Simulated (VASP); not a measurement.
# Cu12H in VASP: single point with PBE+D3(BJ)

Aim: the single point of Cu12H with PBE+D3(BJ).

Program: VASP 6.6.1. These are calculated values, not measurements. Logs are shortened: lines on timing, memory, paths and dates and some standing lists are left out, and cuts for length are marked.

## (1) The cell of the first run

The cell holds a slab with vacuum, 13 atoms: a = 5.038 Å, b = 5.038 Å, c = 20.662 Å, α = 90.00°, β = 90.00°, γ = 90.00°.

## (2) Single point, PBE+D3(BJ)

The input, INCAR:

```
  PREC = Accurate
  ENCUT = 520
  EDIFF = 1E-6
  ISMEAR = 0
  SIGMA = 0.1
  LREAL = False
  LASPH = True
  NELM = 60
  ALGO = Normal
  ISIF = 2
  LWAVE = False
  LCHARG = False
  LDIPOL = True
  IDIPOL = 3
  DIPOL = 0.5 0.5 0.295
  GGA = PE
  IVDW = 12
  NBANDS = 78
```

The input, KPOINTS:

```
regular mesh
0
Gamma
  5 5 1
```

The input, POSCAR:

```
Cu12H
1.0
    5.0378287988      0.0000000000      0.0000000000
    0.0000000000      5.0378287988      0.0000000000
    0.0000000000      0.0000000000     20.6622829064
Cu H
12 1
Direct
    0.2500000000      0.2500000000      0.1935894508
    0.2500000000      0.7500000000      0.1935894508
    0.7500000000      0.2500000000      0.1935894508
    0.7500000000      0.7500000000      0.1935894508
    0.0000000000      0.0000000000      0.2797919997
    0.0000000000      0.5000000000      0.2797919997
    0.5000000000      0.0000000000      0.2797919997
    0.5000000000      0.5000000000      0.2797919997
    0.2500000000      0.2500000000      0.3659945486
    0.2500000000      0.7500000000      0.3659945486
    0.7500000000      0.2500000000      0.3659945486
    0.7500000000      0.7500000000      0.3659945486
    0.3333333333      0.5000000000      0.4724687466
```

Potentials or basis: VASP PAW PBE potentials, release 64 (Cu, H).

Started as:

```
> cat potpaw_PBE.64/Cu/POTCAR potpaw_PBE.64/H/POTCAR > POTCAR
> mpirun -np 1 vasp_std > vasp.out
```

OUTCAR:

```text
PREC = Accurate
   ENCUT = 520
   EDIFF = 1E-6
   ISMEAR = 0
   LREAL = False
   LASPH = True
   NELM = 60
   ISIF = 2
   GGA = PE
   IVDW = 12
 IVDW          = 12

 ion  position               nearest neighbor table
   1  0.250  0.250  0.194-   5 2.52   6 2.52   7 2.52   8 2.52   2 2.52   3 2.52   2 2.52   3 2.52

   2  0.250  0.750  0.194-   5 2.52   6 2.52   7 2.52   8 2.52   1 2.52   4 2.52   1 2.52   4 2.52

   3  0.750  0.250  0.194-   5 2.52   6 2.52   7 2.52   8 2.52   1 2.52   4 2.52   4 2.52   1 2.52

   4  0.750  0.750  0.194-   5 2.52   6 2.52   7 2.52   8 2.52   2 2.52   3 2.52   3 2.52   2 2.52

   5  0.000  0.000  0.280-   9 2.52  10 2.52  11 2.52  12 2.52   1 2.52   2 2.52   3 2.52   4 2.52
                             6 2.52   7 2.52   6 2.52   7 2.52
   6  0.000  0.500  0.280-   9 2.52  10 2.52  11 2.52  12 2.52   1 2.52   2 2.52   3 2.52   4 2.52
                             5 2.52   8 2.52   5 2.52   8 2.52
   7  0.500  0.000  0.280-   9 2.52  10 2.52  11 2.52  12 2.52   1 2.52   2 2.52   3 2.52   4 2.52
                             5 2.52   8 2.52   8 2.52   5 2.52
   8  0.500  0.500  0.280-   9 2.52  10 2.52  11 2.52  12 2.52   1 2.52   2 2.52   3 2.52   4 2.52
                             6 2.52   7 2.52   7 2.52   6 2.52
   9  0.250  0.250  0.366-   5 2.52   6 2.52   7 2.52   8 2.52  10 2.52  11 2.52  10 2.52  11 2.52

  10  0.250  0.750  0.366-   5 2.52   6 2.52   7 2.52   8 2.52   9 2.52  12 2.52   9 2.52  12 2.52

  11  0.750  0.250  0.366-   5 2.52   6 2.52   7 2.52   8 2.52   9 2.52  12 2.52  12 2.52   9 2.52

  12  0.750  0.750  0.366-   5 2.52   6 2.52   7 2.52   8 2.52  10 2.52  11 2.52  11 2.52  10 2.52

  13  0.333  0.500  0.472-

  LATTYP: Found a simple tetragonal cell.
 ALAT       =     5.0378287988
 C/A-ratio  =     4.1014261762

  Lattice vectors:

 A1 = (   5.0378287988,   0.0000000000,   0.0000000000)
 A2 = (   0.0000000000,   5.0378287988,   0.0000000000)
 A3 = (   0.0000000000,   0.0000000000,  20.6622829064)

Analysis of symmetry for initial positions (statically):
=====================================================================
 Subroutine PRICEL returns:
 Original cell was already a primitive cell.

 Routine SETGRP: Setting up the symmetry group for a
 simple tetragonal supercell.

 Subroutine GETGRP returns: Found  2 space group operations
 (whereof  2 operations were pure point group operations)
 out of a pool of 16 trial point group operations.

The static configuration has the point symmetry C_1h.

Analysis of symmetry for dynamics (positions and initial velocities):
=====================================================================
 Subroutine PRICEL returns:
 Original cell was already a primitive cell.

 Routine SETGRP: Setting up the symmetry group for a
 simple tetragonal supercell.

 Subroutine GETGRP returns: Found  2 space group operations
 (whereof  2 operations were pure point group operations)
 out of a pool of 16 trial point group operations.

The dynamic configuration has the point symmetry C_1h.

 Subroutine INISYM returns: Found  2 space group operations
 (whereof  2 operations are pure point group operations),
 and found     1 'primitive' translations

----------------------------------------------------------------------------------------

                                     Primitive cell

  volume of cell :     524.4029

  direct lattice vectors                    reciprocal lattice vectors
     5.037828799  0.000000000  0.000000000     0.198498210  0.000000000  0.000000000
     0.000000000  5.037828799  0.000000000     0.000000000  0.198498210  0.000000000
     0.000000000  0.000000000 20.662282906     0.000000000  0.000000000  0.048397363

  length of vectors
     5.037828799  5.037828799 20.662282906     0.198498210  0.198498210  0.048397363

  position of ions in fractional coordinates (direct lattice)
     0.250000000  0.250000000  0.193589451
     0.250000000  0.750000000  0.193589451
     0.750000000  0.250000000  0.193589451
     0.750000000  0.750000000  0.193589451
     0.000000000  0.000000000  0.279792000
     0.000000000  0.500000000  0.279792000
     0.500000000  0.000000000  0.279792000
     0.500000000  0.500000000  0.279792000
     0.250000000  0.250000000  0.365994549
     0.250000000  0.750000000  0.365994549
     0.750000000  0.250000000  0.365994549
     0.750000000  0.750000000  0.365994549
     0.333333333  0.500000000  0.472468747

  ion indices of the primitive-cell ions
   primitive index   ion index
                 1           1
                 2           2
                 3           3
                 4           4
                 5           5
                 6           6
                 7           7
                 8           8
                 9           9
                10          10
                11          11
                12          12
                13          13

----------------------------------------------------------------------------------------

 KPOINTS: regular mesh

Automatic generation of k-mesh.
 Grid dimensions read from file:
 generate k-points for:    5    5    1

 Generating k-lattice:

  Cartesian coordinates                     Fractional coordinates (reciprocal lattice)
     0.039699642  0.000000000  0.000000000     0.200000000  0.000000000  0.000000000
     0.000000000  0.039699642  0.000000000     0.000000000  0.200000000  0.000000000
     0.000000000  0.000000000  0.048397363     0.000000000  0.000000000  1.000000000

  Length of vectors
     0.039699642  0.039699642  0.048397363

  Shift w.r.t. Gamma in fractional coordinates (k-lattice)
     0.000000000  0.000000000  0.000000000

 Subroutine IBZKPT returns following result:
 ===========================================

 Found      9 irreducible k-points:

 Following reciprocal coordinates:
            Coordinates               Weight
  0.000000  0.000000  0.000000      1.000000
  0.200000  0.000000  0.000000      2.000000
  0.000000  0.200000  0.000000      2.000000
  0.400000  0.000000  0.000000      2.000000
  0.000000  0.400000  0.000000      2.000000
  0.200000  0.200000  0.000000      4.000000
  0.400000  0.200000  0.000000      4.000000
 -0.200000  0.400000  0.000000      4.000000
  0.400000  0.400000  0.000000      4.000000
   k-points           NKPTS =      9   k-points in BZ     NKDIM =      9   number of bands    NBANDS=     78
   number of dos      NEDOS =    301   number of ions     NIONS =     13
   total plane-waves  NPLWV = 256000
   dimension x,y,z NGX =    40 NGY =   40 NGZ =  160
   dimension x,y,z NGXF=    80 NGYF=   80 NGZF=  320
   ions per type =              12   1
   NGX,Y,Z   is equivalent  to a cutoff of  13.20, 13.20, 12.87 a.u.
   NGXF,Y,Z  is equivalent  to a cutoff of  26.40, 26.40, 25.75 a.u.
 SYSTEM =  unknown system
   PREC   = accura    normal or accurate (medium, high low for compatibility)
   ISTART =      0    job   : 0-new  1-cont  2-samecut
   ICHARG =      2    charge: 1-file 2-atom 10-const
   ISPIN  =      1    spin polarized calculation?
   LNONCOLLINEAR =      F non collinear calculations
   LSORBIT =      F    spin-orbit coupling
   LASPH  =      T    aspherical Exc in radial PAW
   ENCUT  =  520.0 eV  38.22 Ry    6.18 a.u.   9.37  9.37 38.42*2*pi/ulx,y,z
   NELM   =     60;   NELMIN=  2; NELMDL= -5     # of ELM steps
   EDIFF  = 0.1E-05   stopping-criterion for ELM
   LREAL  =      F    real-space projection
   EDIFFG = 0.1E-04   stopping-criterion for IOM
   NSW    =      0    number of steps for IOM
   IBRION =     -1    ionic relax: 0-MD 1-quasi-New 2-CG
   NFREE  =      0    steps in history (QN), initial steepest desc. (CG)
   ISIF   =      2    stress and relaxation
   ISYM   =      2    0-nonsym 1-usesym 2-fastsym
   POTIM  = 0.5000    time-step for ionic-motion
   TEBEG  =    0.0;   TEEND  =   0.0 temperature during run
   PSTRESS=    0.0 pullay stress
   NELECT =     133.0000    total number of electrons
   NUPDOWN=      -1.0000    fix difference up-down
   EMIN   =  10.00;   EMAX   =-10.00  energy-range for DOS
   EFERMI =   0.00;   METHOD = LEGACY
   ISMEAR =     0;   SIGMA  =   0.10  broadening in eV -4-tet -1-fermi 0-gaus
   EFERMI_NEDOS =   21; number of points for ismear=-14 and -15
   IALGO  =     38    algorithm
   IMIX   =      4    mixing-type and parameters
     AMIX     =   0.40;   BMIX     =  1.00
     AMIX_MAG =   1.60;   BMIX_MAG =  1.00
  volume/ion in A,a.u.               =      40.34       272.22
  Fermi-wavevector in a.u.,A,eV,Ry     =   1.036264  1.958255 14.610517  1.073843
  Thomas-Fermi vector in A             =   2.170646
   LORBIT       =      0    0 simple, 1 ext, 2 COOP (PROOUT), +10 PAW based schemes
   GGA     = PE    functional components
   LHFCALC =     F    Hartree Fock is set to
   AEXX    =    0.0000 exact exchange contribution
   IVDW    =    12    specifies the selected vdW correction
   LEPSILON=     F    determine dielectric tensor
   LRPA    =     F    only Hartree local field effects (RPA)
 non-spin polarized calculation
 Gauss-broadening in eV      SIGMA  =   0.10
  energy-cutoff  :      520.00
  volume of cell :      524.40
 maximum number of plane-waves:     14177
 NGX is ok and might be reduce to    40
   NGX = 19   NGY = 19   NGZ = 77

 dipolmoment           0.000000      0.000000     -0.110598 electrons x Angstroem

 number of electron     132.9999976 magnetization

 dipolmoment           0.000000      0.000000      0.177396 electrons x Angstroem

 Free energy of the ion-electron system (eV)
  ---------------------------------------------------
  ext. energy  EPLUGINS =         0.00000000
  ---------------------------------------------------
  free energy    TOTEN  =       -41.88271150 eV

  energy without entropy =      -41.86415950  energy(sigma->0) =      -41.87343550

 E-fermi :  -1.6111     XC(G=0):  -4.4802

 val. band max:       -1.6342396479   @ k =   0.0000   0.0000   0.0000
 cond. band min:      -1.5687566723   @ k =   0.0000   0.0000   0.0000
 fundamental gap:      0.0654829756
 Fermi energy:        -1.6111131634

 k-point     1 :       0.0000    0.0000    0.0000
  band No.  band energies     occupation
      1     -10.1979      2.00000
      2      -7.6434      2.00000
      3      -6.5911      2.00000
      4      -6.5891      2.00000
      5      -6.4340      2.00000
      6      -6.3448      2.00000
[... 70 lines left out ...]
     77       2.7021      0.00000
     78       2.8955      0.00000

 k-point     2 :       0.2000    0.0000    0.0000
  band No.  band energies     occupation
      1      -9.9554      2.00000
      2      -7.4334      2.00000
      3      -7.1007      2.00000
      4      -6.4293      2.00000
      5      -6.2931      2.00000
      6      -6.2662      2.00000
[... 70 lines left out ...]
     77       2.9478      0.00000
     78       3.1363      0.00000
[... 484 lines left out ...]
     77       3.5012      0.00000
     78       3.8519      0.00000

 k-point     9 :       0.4000    0.4000    0.0000
  band No.  band energies     occupation
      1      -8.3670      2.00000
      2      -7.4293      2.00000
      3      -7.4243      2.00000
      4      -6.7302      2.00000
      5      -6.2285      2.00000
      6      -5.9125      2.00000
[... 70 lines left out ...]
     77       4.5672      0.00000
     78       4.6031      0.00000

------------------------ aborting loop because EDIFF is reached ----------------------------------------

 vacuum level on the upper side and lower side of the slab       (xc-potential included)         0.468        -0.753

 Edisp (eV)   -4.47666

 E8    (eV) :    -2.0096

  FORCE on cell =-STRESS in cart. coord.  units (eV):
  Direction    XX          YY          ZZ          XY          YZ          ZX
  --------------------------------------------------------------------------------------
  -------------------------------------------------------------------------------------
  Total      -5.11570    -5.55405    -3.06369     0.00000     0.00000    -0.27722
  in kB     -15.62970   -16.96896    -9.36030     0.00000     0.00000    -0.84697
  external pressure =      -13.99 kB  Pullay stress =        0.00 kB

 VOLUME and BASIS-vectors are now :
 -----------------------------------------------------------------------------
  energy-cutoff  :      520.00
  volume of cell :      524.40
      direct lattice vectors                 reciprocal lattice vectors
     5.037828799  0.000000000  0.000000000     0.198498210  0.000000000  0.000000000
     0.000000000  5.037828799  0.000000000     0.000000000  0.198498210  0.000000000
     0.000000000  0.000000000 20.662282906     0.000000000  0.000000000  0.048397363

 POSITION                                       TOTAL-FORCE (eV/Angst)
 -----------------------------------------------------------------------------------
      1.25946      1.25946      4.00000         0.018057      0.038518     -0.026519
      1.25946      3.77837      4.00000         0.018057     -0.038518     -0.026519
      3.77837      1.25946      4.00000        -0.017396      0.035364     -0.047608
      3.77837      3.77837      4.00000        -0.017396     -0.035364     -0.047608
      0.00000      0.00000      5.78114         0.088786      0.000000      0.096468
      0.00000      2.51891      5.78114        -0.032572      0.000000     -0.077632
      2.51891      0.00000      5.78114        -0.082008      0.000000     -0.001847
      2.51891      2.51891      5.78114         0.031213      0.000000     -0.110477
      1.25946      1.25946      7.56228         0.104184      0.342562      0.811642
      1.25946      3.77837      7.56228         0.104184     -0.342562      0.811642
      3.77837      1.25946      7.56228        -0.047858      0.005963      0.136348
      3.77837      3.77837      7.56228        -0.047858     -0.005963      0.136348
      1.67928      2.51891      9.76228        -0.119394      0.000000     -1.654238
 -----------------------------------------------------------------------------------
    total drift:                                0.000006      0.000000     -0.000467

  FREE ENERGIE OF THE ION-ELECTRON SYSTEM (eV)
  ---------------------------------------------------
  free  energy   TOTEN  =       -46.3593721490 eV

  energy  without entropy=      -46.3408201492  energy(sigma->0) =      -46.35009615

 vacuum level on the upper side and lower side of the slab         4.052         2.800
```

Wall time 14 min (1 thread of Intel Xeon Platinum 8559C (Emerald Rapids), shared host); peak memory 0.67 GiB.

What came out:

| Property | Result |
| --- | --- |
| Free energy | -46.3594 eV |
| Largest force | 1.659 eV/Å |
| Band gap on the k mesh | zero (an odd number of electrons rules out a gap without spin polarisation) |
| Dispersion energy per atom | -0.344 eV |

Forces on the atoms (eV/Å):
```
Cu   0.018  0.039 -0.027
Cu   0.018 -0.039 -0.027
Cu  -0.017  0.035 -0.048
Cu  -0.017 -0.035 -0.048
Cu   0.089  0.000  0.096
Cu  -0.033  0.000 -0.078
Cu  -0.082  0.000 -0.002
Cu   0.031  0.000 -0.110
Cu   0.104  0.343  0.812
Cu   0.104 -0.343  0.812
Cu  -0.048  0.006  0.136
Cu  -0.048 -0.006  0.136
H   -0.119  0.000 -1.654
```

The gap in the log of VASP goes by the Fermi energy; the results here count the filled bands.